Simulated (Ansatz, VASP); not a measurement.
Two plane-wave programs on CoO

Contents of INCAR:

```
SYSTEM = CoO
PREC = Accurate ; ENCUT = 600
EDIFF = 1E-6 ; ISMEAR = 0
SIGMA = 0.027000000000000003 ; LREAL = .FALSE.
LASPH = .TRUE. ; NELM = 200
ALGO = Normal ; ISIF = 2
LWAVE = .FALSE. ; LCHARG = .FALSE.
ISPIN = 2 ; MAGMOM = 2 0
LORBIT = 11 ; LMAXMIX = 4
GGA = PE ; NBANDS = 22
GGA_COMPAT = .FALSE.
```

KPOINTS

```
Automatic mesh
0
G
  10 10 10
  0 0 0
```

POSCAR

```
CoO
1.0
    0.0000000000      2.3436418400      2.3436418400
    2.3436418400      0.0000000000      2.3436418400
    2.3436418400      2.3436418400      0.0000000000
Co O
1 1
Direct
    0.0000000000      0.0000000000      0.0000000000
    0.2500000000      0.2500000000      0.2500000000
```

File input.yaml:

```yaml
crystal:
  lattice:
    - [0.0, 2.34364184, 2.34364184]
    - [2.34364184, 0.0, 2.34364184]
    - [2.34364184, 2.34364184, 0.0]
  atoms:
    - { symbol: Co, position: [0.0, 0.0, 0.0], spin: 2.0 }
    - { symbol: O, position: [0.25, 0.25, 0.25] }
hamiltonian:
  xc: pbe
  pseudopotentials: { kind: paw }
magnetization:
  spin_polarized: true
kpoints:
  mp_grid: { grid: [10, 10, 10] }
scf:
  occupations: { method: gaussian, width: 0.027 }
output:
  forces: true
  stress: true
  eigenvalues: true
  write_density: true
  write_potential: true
  elf: true
  volumetric_format: npy
```

Alike in both runs: task single point; functional PBE; k mesh 10 × 10 × 10; occupations gaussian, width 0.027 eV; collinear spin.

|  | VASP | Ansatz |
| --- | --- | --- |
| version | VASP 6.6.1 | Ansatz 0.2.0 |
| potentials or method | VASP PAW PBE potentials, release 64 (Co_sv, O) | Ansatz PAW |
| plane-wave cutoff (eV) | 600 | 420 |
| valence electrons in the cell | 23 | 23 |

|  | VASP | Ansatz | Ansatz less VASP |
| --- | --- | --- | --- |
| gap on the k mesh at the Fermi level (eV) | none | none | - |
| pressure (GPa) | -13.9 | -12.2 | +1.70 |
| net moment per atom (μB) | 1.49 | 1.49 | +0.002 |
| size of the moment on the site where the two differ most (μB) | 2.49 | 2.42 | -0.069 |

Site moments also hang on the region over which each program counts them. A gap of «none» marks a metal or a gap that the smearing closes.
